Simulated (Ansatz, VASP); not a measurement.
## Tl: VASP beside Ansatz

File INCAR:

```
SYSTEM = Tl
ALGO     = Normal         ! electronic algorithm
EDIFF    = 1E-7           ! SCF threshold, eV
EDIFFG   = -0.04          ! ionic threshold
ENCUT    = 600            ! plane-wave cutoff, eV
GGA      = PE             ! functional
IBRION   = 2              ! ionic algorithm
ISIF     = 3              ! what is computed and relaxed
ISMEAR   = 0              ! smearing method
LASPH    = .TRUE.         ! aspherical terms in the spheres
LCHARG   = .FALSE.        ! write CHGCAR
LREAL    = .FALSE.        ! projectors in reciprocal space
LWAVE    = .FALSE.        ! write WAVECAR
NELM     = 60             ! most SCF steps
NSW      = 90             ! ionic steps
PREC     = Accurate       ! precision mode
SIGMA    = 0.1            ! smearing width, eV
```

The input KPOINTS:

```
k-points
0
G
  4 4 4
  0 0 0
```

The input POSCAR:

```
Tl
1.0
    5.4873540200      0.0000000000      0.0000000000
    0.0000000000      5.4873540200      0.0000000000
    0.0000000000      0.0000000000      3.8857094300
Tl
4
Direct
    0.2989438400      0.7010561600      0.0000000000
    0.2989438400      0.2989438400      0.5000000000
    0.7010561600      0.7010561600      0.5000000000
    0.7010561600      0.2989438400      0.0000000000
```

Input for Ansatz:

```yaml
crystal:
  lattice:
    - [5.48735402, 0.0, 0.0]
    - [0.0, 5.48735402, 0.0]
    - [0.0, 0.0, 3.88570943]
  atoms:
    - { symbol: Tl, position: [0.29894384, 0.70105616, 0.0] }
    - { symbol: Tl, position: [0.29894384, 0.29894384, 0.5] }
    - { symbol: Tl, position: [0.70105616, 0.70105616, 0.5] }
    - { symbol: Tl, position: [0.70105616, 0.29894384, 0.0] }
basis:
  ecutwfc: 420
kpoints:
  mp_grid: { grid: [4, 4, 4] }
hamiltonian:
  xc: pbe
scf:
  occupations: { method: gaussian, width: 0.1 }
  lower_state_search: "off"
output:
  forces: true
  stress: true
  eigenvalues: true
relax:
  adjacent_minimum: "off"
  f_tol: 0.04
  max_steps: 70
  cell: { stress_tol: 0.4 }
```

Alike in both runs: task relaxation of cell and atoms; functional PBE; k mesh 4 × 4 × 4; occupations gaussian, width 0.1 eV; no spin polarisation.

|  | VASP | Ansatz |
| --- | --- | --- |
| version | VASP 6.6.1 | Ansatz 0.2.0 |
| potentials or method | VASP PAW PBE potentials, release 64 (Tl_d), cutoff 600 eV | scalar-relativistic, plane waves, PAW |
| valence electrons in the cell | 52 | 52 |

Ansatz gave:

```
gap on the k mesh at the Fermi level, each at its own relaxed structure (eV) : none
relaxed volume (Å³/atom)                                                     : 31.51
relaxed cell length with the largest relative difference (Å)                 : 4.360
```

Estimate VASP's values.

gap on the k mesh at the Fermi level, each at its own relaxed structure (eV): none; relaxed volume (Å³/atom): 31.65; relaxed cell length with the largest relative difference (Å): 4.318.

A gap of «none» marks a metal or a gap that the smearing closes.

The k mesh is coarse, so the values compare programs but aren't converged. Spin-orbit coupling is off throughout.
